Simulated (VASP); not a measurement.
The system is MgH2.

```
Mg H
1.0
     4.48495    0.00000    0.00000
     0.00000    4.48495    0.00000
     0.00000    0.00000    2.99641
Mg H
2 4
Cartesian
  0.0000 0.0000 0.0000
  2.2425 2.2425 1.4982
  1.3665 1.3665 0.0000
  0.8760 3.6090 1.4982
  3.1185 3.1185 0.0000
  3.6090 0.8760 1.4982
```

Program: VASP 6.6.1. Alike in all runs: task single point; no spin polarisation; cell as given; cutoff (eV) 520; smearing gaussian 0.01 eV. Hardware: 1 thread of AMD EPYC 7R13 Processor (Zen 3), with other jobs on the host.

Task: Order these runs on this cell by their wall time, lowest first.
A. level r2SCAN; potentials or basis VASP PAW PBE potentials, release 64 (Mg, H); k mesh 6 × 6 × 8
B. level LDA; potentials or basis VASP PAW LDA potentials, release 64 (Mg, H); k mesh 6 × 6 × 8
C. level PBE; potentials or basis VASP PAW PBE potentials, release 64 (Mg, H); k mesh 4 × 4 × 6

Result: C (27 s), B (58 s), A (190 s).
